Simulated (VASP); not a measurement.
# Sn (P-1) in VASP: further runs, part 2 of 2

VASP 6.6.1. Earlier steps stand in the parts before.

**4. Single point, r2SCAN**

The input, POSCAR:

```
Sn
1.0
   -1.6664398100      1.7077874900      2.1828021800
    1.7938717800     -1.8589232500      2.3916531200
    1.6937133800      1.8854440200     -2.2975624100
Sn
1
Direct
    0.0000000000      0.0000000000      0.0000000000
```

The input, INCAR.step1:

```
SYSTEM = Sn
PREC = Accurate
ENCUT = 520
ISMEAR = -1
SIGMA = 0.05
LREAL = .False.
LASPH = .True.
NELM = 60
NBANDS = 13
GGA = PE
ALGO = Normal
EDIFF = 1E-4
LWAVE = .True.
LCHARG = .False.
```

The input, INCAR.step2:

```
SYSTEM = Sn
PREC = Accurate
ENCUT = 520
EDIFF = 1E-7
ISMEAR = -1
SIGMA = 0.05
LREAL = .False.
LASPH = .True.
NELM = 60
ALGO = Normal
ISIF = 2
LWAVE = .False.
LCHARG = .False.
METAGGA = R2SCAN
LMIXTAU = .True.
NBANDS = 13
ISTART = 1
```

The input, KPOINTS:

```
Automatic mesh
0
Gamma
  6 5 6
  0 0 0
```

Potentials or basis: VASP PAW PBE potentials, release 64 (Sn_d).

Run with:

```bash
$ cat potpaw_PBE.64/Sn_d/POTCAR > POTCAR
$ cp INCAR.step1 INCAR
$ mpirun -np 1 vasp_std > vasp.out
$ cp INCAR.step2 INCAR
$ mpirun -np 1 vasp_std > vasp.out
```

OUTCAR:

```text
SYSTEM = Sn
   PREC = Accurate
   ENCUT = 520
   EDIFF = 1E-7
   ISMEAR = -1
   LREAL = .False.
   LASPH = .True.
   NELM = 60
   ISIF = 2
   METAGGA = R2SCAN
   ISTART = 1

 ion  position               nearest neighbor table
   1  0.000  0.000  0.000-

  LATTYP: Found a triclinic cell.
 ALAT       =     3.4208708239
 B/A-ratio  =     2.8122095242
 C/A-ratio  =     3.1129973406
 COS(alpha) =     0.0086797856
 COS(beta)  =     0.5773722393
 COS(gamma) =     0.8173704403

  Lattice vectors:

 A1 = (  -1.6937133800,  -1.8854440200,   2.2975624100)
[... 556 lines left out ...]
      6       0.2388      2.00000
      7       5.7774      2.00000
      8       8.1677      0.00000
      9       9.5513      0.00000
     10      18.0593      0.00000
     11      20.1473      0.00000
     12      22.3609      0.00000
     13      23.9542      0.00000

 [... further k-points ...]
[... 5 lines left out ...]
  --------------------------------------------------------------------------------------
  -------------------------------------------------------------------------------------
  Total       -0.7969292     -0.1971197     -0.2829321      0.0067534     -0.2411653      0.0418405
  in kB      -44.6300413    -11.0392009    -15.8449115      0.3782064    -13.5058615      2.3431707
  external PRESSURE =     -23.8380512 kB  Pullay stress =       0.0000000 kB

 VOLUME and BASIS-vectors are now :
 -----------------------------------------------------------------------------
  energy-cutoff  :      520.00
  volume of cell :       28.61
      direct lattice vectors                 reciprocal lattice vectors
    -1.666439810  1.707787490  2.182802180    -0.008330794  0.285654880  0.228275108
     1.793871780 -1.858923250  2.391653120     0.281005731  0.004603730  0.210929304
     1.693713380  1.885444020 -2.297562410     0.284598910  0.276179056  0.001196543

 POSITION                                       TOTAL-FORCE (eV/Angst)
 -----------------------------------------------------------------------------------
      0.00000      0.00000      0.00000         0.000000      0.000000     -0.000000
 -----------------------------------------------------------------------------------
    total drift:                               -0.000000      0.000000      0.000000

  FREE ENERGIE OF THE ION-ELECTRON SYSTEM (eV)
  ---------------------------------------------------
  free  energy   TOTEN  =       -24.5151526852 eV

  energy  without entropy=      -24.5108452075  energy(sigma->0) =      -24.51299895
```

OUTCAR.step1:

```text
SYSTEM = Sn
   PREC = Accurate
   ENCUT = 520
   ISMEAR = -1
   LREAL = .False.
   LASPH = .True.
[... 605 lines left out ...]
 -----------------------------------------------------------------------------------
      0.00000      0.00000      0.00000         0.000000      0.000000      0.000000
 -----------------------------------------------------------------------------------
    total drift:                               -0.000000     -0.000000      0.000000

  FREE ENERGIE OF THE ION-ELECTRON SYSTEM (eV)
  ---------------------------------------------------
  free  energy   TOTEN  =        -3.7982492567 eV

  energy  without entropy=       -3.7935665292  energy(sigma->0) =       -3.79590789
```

OSZICAR.step1:

```text
N       E                     dE             d eps       ncg     rms          rms(c)
DAV:   1     0.808038230856E+02    0.80804E+02   -0.72230E+03  2427   0.158E+03
DAV:   2     0.182840289457E+01   -0.78975E+02   -0.76608E+02  2512   0.336E+02
DAV:   3    -0.369007560693E+01   -0.55185E+01   -0.54980E+01  2815   0.733E+01
DAV:   4    -0.380570611352E+01   -0.11563E+00   -0.11560E+00  2862   0.114E+01
DAV:   5    -0.380982345097E+01   -0.41173E-02   -0.41172E-02  3188   0.209E+00    0.122E+00
DAV:   6    -0.380112806544E+01    0.86954E-02   -0.97076E-03  3099   0.165E+00    0.673E-01
DAV:   7    -0.379835196056E+01    0.27761E-02   -0.64765E-03  3092   0.129E+00    0.897E-02
DAV:   8    -0.379824941322E+01    0.10255E-03   -0.68645E-04  2947   0.436E-01    0.215E-02
DAV:   9    -0.379824925669E+01    0.15652E-06   -0.10059E-05  1656   0.455E-02
   1 F= -.37982493E+01 E0= -.37959079E+01  d E =-.468273E-02
```

Run time: 3.2 min. Hardware: 1 thread of AMD EPYC 7R13, shared host; peak memory 0.15 GiB.

What came out:

```
Free energy            : -24.5152 eV
Pressure               : -2.4 GPa
Band gap on the k mesh : zero (band 7 reaches 14.04 eV, above the bottom of band 8 at 5.40 eV)
```

Stress tensor (GPa, compression positive):
```
-4.46  0.04  0.23
 0.04 -1.10 -1.35
 0.23 -1.35 -1.58
```

Caveat: the k points lie up to 0.44 Å⁻¹ apart; the PAW data sets were made with another functional, which shifts forces and pressure a little; spin-orbit coupling is left out, which moves the levels of the heavy elements.

**5. Single point, PBEsol-based screened hybrid**

POSCAR is that of step 4.

The input, INCAR.step1:

```
SYSTEM = Sn
  ALGO = Normal
  EDIFF = 1E-5
  ENCUT = 520
  GGA = PE
  ISIF = 2
  ISMEAR = -1
  LASPH = .TRUE.
  LREAL = .FALSE.
  LWAVE = .TRUE.
  NBANDS = 13
  NELM = 80
  PREC = Accurate
  SIGMA = 0.05
```

The input, INCAR.step2:

```
SYSTEM = Sn
  AEXX = 0.25
  ALGO = Normal
  EDIFF = 1E-7
  ENCUT = 520
  GGA = PS
  HFSCREEN = 0.207
  ISIF = 2
  ISMEAR = -1
  ISTART = 1
  LASPH = .TRUE.
  LCHARG = .TRUE.
  LELF = .TRUE.
  LHFCALC = .TRUE.
  LREAL = .FALSE.
  LVHAR = .TRUE.
  LWAVE = .FALSE.
  NBANDS = 13
  NELM = 80
  PREC = Accurate
  PRECFOCK = Normal
  SIGMA = 0.05
```

The input, KPOINTS:

```
k-points
0
G
  5 5 5
  0 0 0
```

Run with:

```bash
$ cat potpaw_PBE.64/Sn_d/POTCAR > POTCAR
$ cp INCAR.step1 INCAR
$ mpirun -np 1 vasp_std > vasp.out
$ cp INCAR.step2 INCAR
$ mpirun -np 1 vasp_std > vasp.out
```

Wall time 29 min (1 thread of Intel Xeon Platinum 8488C (Sapphire Rapids), shared host); peak memory 0.27 GiB.

Results (log left out):

```
Free energy            : -4.6073 eV
Pressure               : -4.2 GPa
Band gap on the k mesh : zero (band 7 reaches 14.29 eV, above the bottom of band 8 at 6.07 eV)
```

Stress tensor (GPa, compression positive):
```
-3.64  1.27 -0.15
 1.27 -6.87  1.03
-0.15  1.03 -2.21
```

Levels at points of the mesh, in eV from the Fermi level:
| k point | band 5 | band 6 | band 7 | band 8 | band 9 | band 10 |
| --- | --- | --- | --- | --- | --- | --- |
| (0.00, 0.00, 0.00) | -23.56 | -12.00 | 7.08 | 8.10 | 9.31 | 11.21 |

Caveat: the k points lie up to 0.50 Å⁻¹ apart; the PAW data sets were made with another functional, which shifts forces and pressure a little; spin-orbit coupling is left out, which moves the levels of the heavy elements.

**6. The runs side by side**

| level | potentials or basis | k mesh | grid for exact exchange (PRECFOCK) | share of exact exchange | screening parameter | gap on the mesh (eV) | pressure (GPa) |
| --- | --- | --- | --- | --- | --- | --- | --- |
| LDA | VASP PAW LDA potentials, release 64 (Sn_d) | 6 × 5 × 6 | - | - | - | none | -4.9 |
| PBEsol | VASP PAW PBE potentials, release 64 (Sn_d) | 6 × 5 × 6 | - | - | - | none | -3.8 |
| r2SCAN | VASP PAW PBE potentials, release 64 (Sn_d) | 6 × 5 × 6 | - | - | - | none | -2.4 |
| PBEsol-based screened hybrid | VASP PAW PBE potentials, release 64 (Sn_d) | 5 × 5 × 5 | Normal | 0.25 | 0.207 1/Å | none | -4.2 |

Alike in all rows: task single point; no spin polarisation; cell as given; cutoff (eV) 520; smearing fermi-dirac 0.05 eV.

Caveats: all runs use coarse meshes; spin-orbit coupling is left out, which moves the levels of the heavy elements; the PAW data sets were made with another functional, which shifts forces and pressure a little (some runs).

Total energies depend on the potentials used, so only differences within one code and one set of settings carry meaning.
